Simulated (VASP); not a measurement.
The system is Ir.

```xyz
1
Lattice="0.0000 1.9156 1.9156 1.9156 0.0000 1.9156 1.9156 1.9156 0.0000" Properties=species:S:1:pos:R:3 pbc="T T T"
Ir    0.0000    0.0000    0.0000
```

```yaml
Program: VASP 6.6.1
Task: relaxation of cell and atoms
Functional: BLYP
Potentials_or_basis: VASP PAW PBE potentials, release 64 (Ir)
Cutoff: 600 eV
k_mesh: 12 × 12 × 12
Occupations: fermi-dirac, width 0.05 eV
Spin: no spin polarisation
```

At the start: pressure 32.3 GPa; volume 14.06 Å³/atom.

**Question.** How do energy, volume and symmetry change on relaxing?

**Answer.** Over 5 steps the energy falls by 118.7 meV/atom and the volume is 15.35 Å³/atom (+9.2 %); space group Fm-3m (No. 225, to 0.05 Å).

Step by step:
```csv
step,energy change (eV),largest force (eV/Å),pressure (GPa),volume (Å³)
1,0.0000,0.0000,32.27,14.06
2,0.7667,0.0000,-38.76,20.64
3,-0.1165,0.0000,-3.52,15.54
4,-0.1186,0.0000,-0.53,15.38
5,-0.1187,0.0000,0.00,15.35
```

Final structure:
```yaml
crystal:
  lattice:
    - [0.00000, 1.97249, 1.97249]
    - [1.97249, 0.00000, 1.97249]
    - [1.97249, 1.97249, 0.00000]
  atoms:
    - { symbol: Ir, position: [0.00000, 0.00000, 0.00000] }
```

Caveat: the PAW data sets were made with another functional, which shifts forces and pressure a little.
